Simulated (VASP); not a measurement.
# P (Cmce) in VASP: notebook

The runs below take P through single point, with PBE+D3(BJ).

Program: VASP 6.6.1. These are calculated values, not measurements. Logs are shortened: lines on timing, memory, paths and dates and some standing lists are left out, and cuts for length are marked.

## 1. The cell of the first run

It takes space group Cmce (No. 64, orthorhombic). Conventional cell: a = 3.381 Å, b = 10.370 Å, c = 4.167 Å, α = 90.00°, β = 90.00°, γ = 90.00°. Within 3.0 Å of P (site symmetry m) lie 3 P at 2.25 to 2.29 Å.

## 2. Single point, PBE+D3(BJ) (strain +0.0175 x Voigt [1, 1, 0, 0, 0, 0])

File INCAR:

```
SYSTEM = P
  ALGO = Normal
  EDIFF = 1E-6
  ENCUT = 520
  GGA = PE
  ISIF = 2
  ISMEAR = 0
  IVDW = 12
  LASPH = .TRUE.
  LCHARG = .TRUE.
  LELF = .TRUE.
  LREAL = .FALSE.
  LVHAR = .TRUE.
  LWAVE = .FALSE.
  NBANDS = 18
  NELM = 100
  PREC = Accurate
  SIGMA = 0.15
```

File KPOINTS:

```
k-points
0
G
  16 16 12
  0 0 0
```

File POSCAR:

```
P
1.0
    1.6903342313     -5.1849362241      0.0000000000
    1.6903342313      5.1849362241      0.0000000000
    0.0000000000      0.0000000000      4.1668618235
P
4
Direct
    0.1063803446      0.8936196554      0.9280972034
    0.6063803446      0.3936196554      0.5719027966
    0.8936196554      0.1063803446      0.0719027966
    0.3936196554      0.6063803446      0.4280972034
```

Potentials or basis: VASP PAW PBE potentials, release 64 (P).

Command:

```console
$ cat potpaw_PBE.64/P/POTCAR > POTCAR
$ mpirun -np 1 vasp_std > vasp.out
```

OUTCAR:

```text
SYSTEM = P
   EDIFF = 1E-6
   ENCUT = 520
   GGA = PE
   ISIF = 2
   ISMEAR = 0
   IVDW = 12
   LASPH = .TRUE.
   LREAL = .FALSE.
   NELM = 100
   PREC = Accurate
 IVDW          = 12

 ion  position               nearest neighbor table
   1  0.106  0.894  0.928-   2 2.25   2 2.25   3 2.29
   2  0.606  0.394  0.572-   1 2.25   1 2.25   4 2.29
   3  0.894  0.106  0.072-   4 2.25   4 2.25   1 2.29
   4  0.394  0.606  0.428-   3 2.25   3 2.25   2 2.29

  LATTYP: Found a base centered orthorhombic cell.
 ALAT       =     3.3806684626
 B/A-ratio  =     3.0674029598
 C/A-ratio  =     1.2325555935

  Lattice vectors:

 A1 = (   1.6903342313,  -5.1849362241,   0.0000000000)
 A2 = (   1.6903342313,   5.1849362241,   0.0000000000)
 A3 = (   0.0000000000,   0.0000000000,   4.1668618235)

Analysis of symmetry for initial positions (statically):
=====================================================================
 Subroutine PRICEL returns:
 Original cell was already a primitive cell.

 Routine SETGRP: Setting up the symmetry group for a
 base centered orthorhombic supercell.

 Subroutine GETGRP returns: Found  8 space group operations
 (whereof  4 operations were pure point group operations)
 out of a pool of  8 trial point group operations.

The static configuration has the point symmetry C_2h.
 The point group associated with its full space group is D_2h.

Analysis of symmetry for dynamics (positions and initial velocities):
=====================================================================
 Subroutine PRICEL returns:
 Original cell was already a primitive cell.

 Routine SETGRP: Setting up the symmetry group for a
 base centered orthorhombic supercell.

 Subroutine GETGRP returns: Found  8 space group operations
 (whereof  4 operations were pure point group operations)
 out of a pool of  8 trial point group operations.

The dynamic configuration has the point symmetry C_2h.
 The point group associated with its full space group is D_2h.

 Subroutine INISYM returns: Found  8 space group operations
 (whereof  4 operations are pure point group operations),
 and found     1 'primitive' translations

----------------------------------------------------------------------------------------

                                     Primitive cell

  volume of cell :      73.0390

  direct lattice vectors                    reciprocal lattice vectors
     1.690334231 -5.184936224  0.000000000     0.295799488 -0.096433202  0.000000000
     1.690334231  5.184936224  0.000000000     0.295799488  0.096433202  0.000000000
     0.000000000  0.000000000  4.166861823     0.000000000  0.000000000  0.239988759

  length of vectors
     5.453512030  5.453512030  4.166861823     0.311121679  0.311121679  0.239988759

  position of ions in fractional coordinates (direct lattice)
     0.106380345  0.893619655  0.928097203
     0.606380345  0.393619655  0.571902797
     0.893619655  0.106380345  0.071902797
     0.393619655  0.606380345  0.428097203

  ion indices of the primitive-cell ions
   primitive index   ion index
                 1           1
                 2           2
                 3           3
                 4           4

----------------------------------------------------------------------------------------

 KPOINTS: k-points

Automatic generation of k-mesh.
 Grid dimensions read from file:
 generate k-points for:   16   16   12

 Generating k-lattice:

  Cartesian coordinates                     Fractional coordinates (reciprocal lattice)
     0.018487468 -0.006027075  0.000000000     0.062500000  0.000000000  0.000000000
     0.018487468  0.006027075  0.000000000     0.000000000  0.062500000  0.000000000
     0.000000000  0.000000000  0.019999063     0.000000000  0.000000000  0.083333333

  Length of vectors
     0.019445105  0.019445105  0.019999063

  Shift w.r.t. Gamma in fractional coordinates (k-lattice)
     0.000000000  0.000000000  0.000000000

 Subroutine IBZKPT returns following result:
 ===========================================

 Found    511 irreducible k-points:

 Following reciprocal coordinates:
            Coordinates               Weight
  0.000000  0.000000  0.000000      1.000000
  0.062500 -0.000000  0.000000      4.000000
  0.125000 -0.000000  0.000000      4.000000
  0.187500  0.000000  0.000000      4.000000
  0.250000 -0.000000  0.000000      4.000000
  0.312500  0.000000  0.000000      4.000000
[... 16 lines left out ...]
 -0.125000  0.062500  0.000000      4.000000
 -0.062500  0.062500  0.000000      2.000000
 [... further k-points ...]
   k-points           NKPTS =    511   k-points in BZ     NKDIM =    511   number of bands    NBANDS=     18
   number of dos      NEDOS =    301   number of ions     NIONS =      4
   total plane-waves  NPLWV =  56448
   dimension x,y,z NGX =    42 NGY =   42 NGZ =   32
   dimension x,y,z NGXF=    84 NGYF=   84 NGZF=   64
   ions per type =               4
   NGX,Y,Z   is equivalent  to a cutoff of  12.80, 12.80, 12.77 a.u.
   NGXF,Y,Z  is equivalent  to a cutoff of  25.61, 25.61, 25.53 a.u.
 SYSTEM =  P
   PREC   = accura    normal or accurate (medium, high low for compatibility)
   ISTART =      0    job   : 0-new  1-cont  2-samecut
   ICHARG =      2    charge: 1-file 2-atom 10-const
   ISPIN  =      1    spin polarized calculation?
   LNONCOLLINEAR =      F non collinear calculations
   LSORBIT =      F    spin-orbit coupling
   LASPH  =      T    aspherical Exc in radial PAW
   ENCUT  =  520.0 eV  38.22 Ry    6.18 a.u.  10.14 10.14  7.75*2*pi/ulx,y,z
   NELM   =    100;   NELMIN=  2; NELMDL= -5     # of ELM steps
   EDIFF  = 0.1E-05   stopping-criterion for ELM
   LREAL  =      F    real-space projection
   EDIFFG = 0.1E-04   stopping-criterion for IOM
   NSW    =      0    number of steps for IOM
   IBRION =     -1    ionic relax: 0-MD 1-quasi-New 2-CG
   NFREE  =      0    steps in history (QN), initial steepest desc. (CG)
   ISIF   =      2    stress and relaxation
   ISYM   =      2    0-nonsym 1-usesym 2-fastsym
   POTIM  = 0.5000    time-step for ionic-motion
   TEBEG  =    0.0;   TEEND  =   0.0 temperature during run
   PSTRESS=    0.0 pullay stress
   NELECT =      20.0000    total number of electrons
   NUPDOWN=      -1.0000    fix difference up-down
   EMIN   =  10.00;   EMAX   =-10.00  energy-range for DOS
   EFERMI =   0.00;   METHOD = LEGACY
   ISMEAR =     0;   SIGMA  =   0.15  broadening in eV -4-tet -1-fermi 0-gaus
   EFERMI_NEDOS =   21; number of points for ismear=-14 and -15
   IALGO  =     38    algorithm
   IMIX   =      4    mixing-type and parameters
     AMIX     =   0.40;   BMIX     =  1.00
     AMIX_MAG =   1.60;   BMIX_MAG =  1.00
  volume/ion in A,a.u.               =      18.26       123.22
  Fermi-wavevector in a.u.,A,eV,Ry     =   1.063081  2.008932 15.376512  1.130142
  Thomas-Fermi vector in A             =   2.198554
   LORBIT       =      0    0 simple, 1 ext, 2 COOP (PROOUT), +10 PAW based schemes
   GGA     = PE    functional components
   LHFCALC =     F    Hartree Fock is set to
   AEXX    =    0.0000 exact exchange contribution
   IVDW    =    12    specifies the selected vdW correction
   LEPSILON=     F    determine dielectric tensor
   LRPA    =     F    only Hartree local field effects (RPA)
 non-spin polarized calculation
 Gauss-broadening in eV      SIGMA  =   0.15
  energy-cutoff  :      520.00
  volume of cell :       73.04
 maximum number of plane-waves:      1993
 NGX is ok and might be reduce to    42
   NGX = 21   NGY = 21   NGZ = 15

 number of electron      19.9999998 magnetization

 Free energy of the ion-electron system (eV)
  ---------------------------------------------------
  ext. energy  EPLUGINS =         0.00000000
  ---------------------------------------------------
  free energy    TOTEN  =       -21.39710051 eV

  energy without entropy =      -21.39576994  energy(sigma->0) =      -21.39643523

 E-fermi :   6.9975     XC(G=0): -10.1120

 val. band max:        6.9945492866   @ k =   0.4375   0.3750   0.0000
 cond. band min:       7.0473524202   @ k =  -0.4375   0.3750   0.0000
 fundamental gap:      0.0528031336
 Fermi energy:         6.9975448931

 k-point     1 :       0.0000    0.0000    0.0000
  band No.  band energies     occupation
      1      -8.6975      2.00000
      2      -5.5229      2.00000
      3      -1.9484      2.00000
      4      -0.0677      2.00000
      5       2.1240      2.00000
      6       2.6026      2.00000
[... 10 lines left out ...]
     17      14.0885      0.00000
     18      14.3734      0.00000

 k-point     2 :       0.0625   -0.0000    0.0000
  band No.  band energies     occupation
      1      -8.6499      2.00000
      2      -5.4851      2.00000
      3      -1.9983      2.00000
      4      -0.0171      2.00000
      5       2.1674      2.00000
      6       2.3611      2.00000
[... 10 lines left out ...]
     17      13.6943      0.00000
     18      13.9999      0.00000

 k-point     3 :       0.1250   -0.0000    0.0000
  band No.  band energies     occupation
      1      -8.5075      2.00000
      2      -5.3716      2.00000
      3      -2.1676      2.00000
      4       0.1335      2.00000
      5       1.7233      2.00000
      6       2.2748      2.00000
[... 10 lines left out ...]
     17      12.6456      0.00000
     18      13.9125      0.00000

 k-point     4 :       0.1875    0.0000    0.0000
  band No.  band energies     occupation
      1      -8.2711      2.00000
      2      -5.1816      2.00000
      3      -2.4981      2.00000
      4       0.3798      2.00000
      5       0.8966      2.00000
      6       1.9079      2.00000
[... 375 lines left out ...]
      4       0.2507      2.00000
      5       1.6791      2.00000
      6       2.2994      2.00000
[... 10 lines left out ...]
     17      12.7077      0.00000
     18      13.2682      0.00000

 k-point    23 :      -0.1250    0.0625    0.0000
  band No.  band energies     occupation
      1      -8.6297      2.00000
      2      -5.5477      2.00000
      3      -1.9887      2.00000
      4       0.0638      2.00000
      5       2.2008      2.00000
      6       2.2912      2.00000
[... 10 lines left out ...]
     17      13.3479      0.00000
     18      13.7156      0.00000

 k-point    24 :      -0.0625    0.0625    0.0000
  band No.  band energies     occupation
      1      -8.6873      2.00000
      2      -5.5549      2.00000
      3      -1.9428      2.00000
      4      -0.0264      2.00000
      5       2.1418      2.00000
      6       2.5620      2.00000
[... 10 lines left out ...]
     17      13.5531      0.00000
     18      14.3688      0.00000

 [... further k-points ...]

------------------------ aborting loop because EDIFF is reached ----------------------------------------

 Edisp (eV)   -1.53728

 E8    (eV) :    -0.5827

  FORCE on cell =-STRESS in cart. coord.  units (eV):
  Direction    XX          YY          ZZ          XY          YZ          ZX
  --------------------------------------------------------------------------------------
  -------------------------------------------------------------------------------------
  Total      -1.84313    -1.80597    -0.88356     0.00000     0.00000     0.00000
  in kB     -40.43073   -39.61552   -19.38171     0.00000     0.00000     0.00000
  external pressure =      -33.14 kB  Pullay stress =        0.00 kB

 VOLUME and BASIS-vectors are now :
 -----------------------------------------------------------------------------
  energy-cutoff  :      520.00
  volume of cell :       73.04
      direct lattice vectors                 reciprocal lattice vectors
     1.690334231 -5.184936224  0.000000000     0.295799488 -0.096433202  0.000000000
     1.690334231  5.184936224  0.000000000     0.295799488  0.096433202  0.000000000
     0.000000000  0.000000000  4.166861823     0.000000000  0.000000000  0.239988759

 POSITION                                       TOTAL-FORCE (eV/Angst)
 -----------------------------------------------------------------------------------
      1.69033      4.08179      3.86725         0.000000      0.314929     -0.083706
      1.69033     -1.10315      2.38304         0.000000      0.314929      0.083706
      1.69033     -4.08179      0.29961         0.000000     -0.314929      0.083706
      1.69033      1.10315      1.78382         0.000000     -0.314929     -0.083706
 -----------------------------------------------------------------------------------
    total drift:                                0.000000      0.000000      0.000000

  FREE ENERGIE OF THE ION-ELECTRON SYSTEM (eV)
  ---------------------------------------------------
  free  energy   TOTEN  =       -22.9343831556 eV

  energy  without entropy=      -22.9330525861  energy(sigma->0) =      -22.93371787
```

Wall time 4.5 min (1 thread of Intel Xeon 6975P-C (Granite Rapids), shared host); peak memory 0.58 GiB.

Results:

| Property | Result |
| --- | --- |
| Free energy | -22.9344 eV |
| Pressure | -3.3 GPa |
| Largest force | 0.326 eV/Å |
| Band gap on the k mesh | zero (bands 10 and 11 overlap by 0.19 eV) |
| Dispersion energy per atom | -0.384 eV |

Forces in eV/Å, atoms in the order of the input:
```
P    0.000  0.315 -0.084
P    0.000  0.315  0.084
P    0.000 -0.315  0.084
P    0.000 -0.315 -0.084
```

Caveat: the cell differs from its parent crystal (strain +0.0175 x Voigt [1, 1, 0, 0, 0, 0]); the cell stands under tension.

## 3. Single point, PBE+D3(BJ) (strain +0.0200 x Voigt [1, 1, 0, 0, 0, 0])

File INCAR:

```
PREC = Accurate
ENCUT = 520
EDIFF = 1E-6
ISMEAR = 0
SIGMA = 0.15
LREAL = F
LASPH = T
NELM = 80
ALGO = Normal
ISIF = 2
LWAVE = F
LCHARG = F
GGA = PE
IVDW = 12
NBANDS = 18
```

File KPOINTS:

```
Automatic mesh
0
Gamma
  16 16 12
```

POSCAR, as its differences from that of step 2:

```diff
@@ -2,4 +2,4 @@
 1.0
-    1.6903342313     -5.1849362241      0.0000000000
-    1.6903342313      5.1849362241      0.0000000000
+    1.6944873867     -5.1976756251      0.0000000000
+    1.6944873867      5.1976756251      0.0000000000
     0.0000000000      0.0000000000      4.1668618235
```

Potentials or basis: VASP PAW PBE potentials, release 64 (P).

Command:

```console
$ cat potpaw_PBE.64/P/POTCAR > POTCAR
$ mpirun -np 1 vasp_std > vasp.out
```

It took 4.4 min on 1 thread of Intel Xeon 6975P-C (Granite Rapids), shared host; peak memory 0.58 GiB.

Results (log left out):

| Item | Value |
| --- | --- |
| Free energy | -22.9249 eV |
| Pressure | -3.7 GPa |
| Largest force | 0.362 eV/Å |
| Band gap on the k mesh | zero (bands 10 and 11 overlap by 0.19 eV) |
| Dispersion energy per atom | -0.382 eV |

Forces in eV/Å, atoms in the order of the input:
```
P    0.000  0.351 -0.088
P    0.000  0.351  0.088
P    0.000 -0.351  0.088
P    0.000 -0.351 -0.088
```

Stress tensor (GPa, compression positive):
```
-4.52  0.00  0.00
 0.00 -4.43  0.00
 0.00  0.00 -2.14
```

Levels at points of the mesh, in eV from the Fermi level:
| k point | band 7 | band 8 | band 9 | band 10 | band 11 | band 12 | band 13 | band 14 |
| --- | --- | --- | --- | --- | --- | --- | --- | --- |
| (0.00, 0.00, 0.00) | -4.10 | -2.76 | -2.72 | -1.20 | 1.09 | 1.16 | 1.78 | 3.40 |
| (0.50, 0.00, 0.00) | -3.05 | -3.05 | -2.59 | -2.59 | 0.89 | 0.89 | 1.17 | 1.17 |
| (0.50, 0.50, 0.00) | -4.37 | -2.30 | -1.81 | -0.43 | 0.32 | 0.70 | 2.22 | 3.13 |
| (0.00, 0.00, 0.50) | -3.13 | -3.13 | -0.82 | -0.82 | 1.25 | 1.25 | 2.11 | 2.11 |
| (0.50, 0.00, 0.50) | -5.56 | -5.56 | -2.09 | -2.09 | 1.58 | 1.58 | 4.86 | 4.86 |
| (0.50, 0.50, 0.50) | -2.38 | -2.38 | -1.26 | -1.26 | 1.23 | 1.23 | 2.52 | 2.52 |

Caveat: the cell differs from its parent crystal (strain +0.0200 x Voigt [1, 1, 0, 0, 0, 0]); the cell stands under tension.

The gap in the log of VASP goes by the Fermi energy; the results here count the filled bands.